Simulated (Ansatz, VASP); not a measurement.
One calculation of Ba, two programs

File POSCAR:

```
Ba
1.0
   -2.5367939014      2.5367939014      2.5367939014
    2.5367939014     -2.5367939014      2.5367939014
    2.5367939014      2.5367939014     -2.5367939014
Ba
1
Direct
    0.0000000000      0.0000000000      0.0000000000
```

INCAR.step1

```
SYSTEM = Ba
PREC = Accurate ; ENCUT = 520
ISMEAR = -1 ; SIGMA = 0.1
LREAL = .FALSE. ; LASPH = .TRUE.
NELM = 60 ; NBANDS = 11
GGA = PE ; ALGO = Normal
EDIFF = 1E-4 ; LWAVE = .TRUE.
LCHARG = .FALSE.
```

File INCAR.step2:

```
SYSTEM = Ba
PREC = Accurate ; ENCUT = 520
EDIFF = 1E-6 ; ISMEAR = -1
SIGMA = 0.1 ; LREAL = .FALSE.
LASPH = .TRUE. ; NELM = 60
ALGO = Normal ; ISIF = 2
LWAVE = .FALSE. ; LCHARG = .FALSE.
METAGGA = R2SCAN ; LMIXTAU = .TRUE.
NBANDS = 11 ; ISTART = 1
```

KPOINTS

```
Automatic mesh
0
G
  4 4 4
  0 0 0
```

Input for Ansatz:

```yaml
crystal:
  lattice:
    - [-2.5367939014, 2.5367939014, 2.5367939014]
    - [2.5367939014, -2.5367939014, 2.5367939014]
    - [2.5367939014, 2.5367939014, -2.5367939014]
  atoms:
    - { symbol: Ba, position: [0.0, 0.0, 0.0] }
hamiltonian:
  xc: r2scan
  pseudopotentials:
    kind: paw
    azcp:
      Ba: "pseudopotentials/Ba.paw.azcp"
basis:
  ecutwfc: 500
  fft_grid_basis: typed
kpoints:
  mp_grid: { grid: [4, 4, 4], shift: [0, 0, 0] }
magnetization:
  spin_polarized: false
scf:
  occupations: { method: fermi_dirac, width: 0.1 }
  lower_state_search: "off"
output:
  stress: true
```

Alike in both runs: task single point; functional r2SCAN; k mesh 4 × 4 × 4; occupations fermi-dirac, width 0.1 eV; no spin polarisation.

|  | VASP | Ansatz |
| --- | --- | --- |
| version | VASP 6.6.1 | Ansatz 0.2.0 |
| potentials or method | VASP PAW PBE potentials, release 64 (Ba_sv), cutoff 520 eV | plane waves (500 eV) with PAW, scalar-relativistic |
| valence electrons in the cell | 10 | 10 |

```tsv
	VASP	Ansatz	Ansatz less VASP
pressure (GPa)	0.4	0.4	-0.04
```

VASP's potentials were made for PBE, not for r2SCAN. With one functional, cell and mesh, what is left measures potentials, basis and numerics.

The k mesh is coarse, so the values compare programs but aren't converged. Spin-orbit coupling is off throughout.
